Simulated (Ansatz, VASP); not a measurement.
Fe2Ge in VASP and in Ansatz

INCAR

```
PREC = Accurate ; ENCUT = 600
EDIFF = 1E-7 ; ISMEAR = 0
SIGMA = 0.1 ; LREAL = False
LASPH = True ; NELM = 200
ALGO = Normal ; ISIF = 3
LWAVE = False ; LCHARG = False
ISPIN = 2 ; MAGMOM = 2.7 2.7 1.78 1.78 0 0
LORBIT = 11 ; LMAXMIX = 4
GGA = PS ; IBRION = 2
NSW = 100 ; EDIFFG = -0.05
GGA_COMPAT = False ; NELMIN = 4
```

Contents of KPOINTS:

```
regular mesh
0
Gamma
  6 6 4
```

The input POSCAR:

```
Fe2Ge
1.0
    4.1328681390      0.0000000000      0.0000000000
   -2.0664340700      3.5791687990      0.0000000000
    0.0000000000      0.0000000000      5.0087520000
Fe Ge
4 2
Direct
    0.0000000000      0.0000000000      0.0000000000
    0.0000000000      0.0000000000      0.5000000000
    0.6666666700      0.3333333300      0.7500000000
    0.3333333300      0.6666666700      0.2500000000
    0.6666666700      0.3333333300      0.2500000000
    0.3333333300      0.6666666700      0.7500000000
```

Input for Ansatz:

```yaml
crystal:
  lattice:
    - [4.132868139, 0.0, 0.0]
    - [-2.06643407, 3.579168799, 0.0]
    - [0.0, 0.0, 5.008752]
  atoms:
    - { symbol: Fe, position: [0.0, 0.0, 0.0], spin: 2.7 }
    - { symbol: Fe, position: [0.0, 0.0, 0.5], spin: 2.7 }
    - { symbol: Fe, position: [0.66666667, 0.33333333, 0.75], spin: 1.78 }
    - { symbol: Fe, position: [0.33333333, 0.66666667, 0.25], spin: 1.78 }
    - { symbol: Ge, position: [0.66666667, 0.33333333, 0.25] }
    - { symbol: Ge, position: [0.33333333, 0.66666667, 0.75] }
basis:
  ecutwfc: 420
kpoints:
  mp_grid: { grid: [6, 6, 4] }
hamiltonian:
  xc: pbesol
  pseudopotentials: { kind: paw }
scf:
  occupations: { method: gaussian, width: 0.1 }
output:
  forces: true
  stress: true
  eigenvalues: true
  populations: true
magnetization:
  spin_polarized: true
relax:
  adjacent_minimum: "off"
  f_tol: 0.05
  max_steps: 80
  cell: { stress_tol: 0.5 }
```

Alike in both runs: task relaxation of cell and atoms; functional PBEsol; k mesh 6 × 6 × 4; occupations gaussian, width 0.1 eV; collinear spin.

```csv
,VASP,Ansatz
version,VASP 6.6.1,Ansatz 0.2.0
potentials or method,"VASP PAW PBE potentials, release 64 (Fe, Ge_d), cutoff 600 eV","scalar-relativistic, plane waves, PAW"
valence electrons in the cell,60,92
```

```csv
,VASP,Ansatz,Ansatz less VASP
"gap on the k mesh at the Fermi level, each at its own relaxed structure (eV)",none,none,-
net moment per atom (μB),1.18,1.16,-0.014
size of the moment on the site where the two differ most (μB),1.32,1.28,-0.046
relaxed volume (Å³/atom),11.70,11.68,-0.027
relaxed cell length with the largest relative difference (Å),4.922,4.915,-0.0071
```

VASP's potentials were made for PBE, not for PBEsol. Site moments also hang on the region over which each program counts them. A gap of «none» marks a metal or a gap that the smearing closes. VASP's potentials hold 60 valence electrons a cell and Ansatz's 92, so a difference there can come from the potentials and not from the codes.
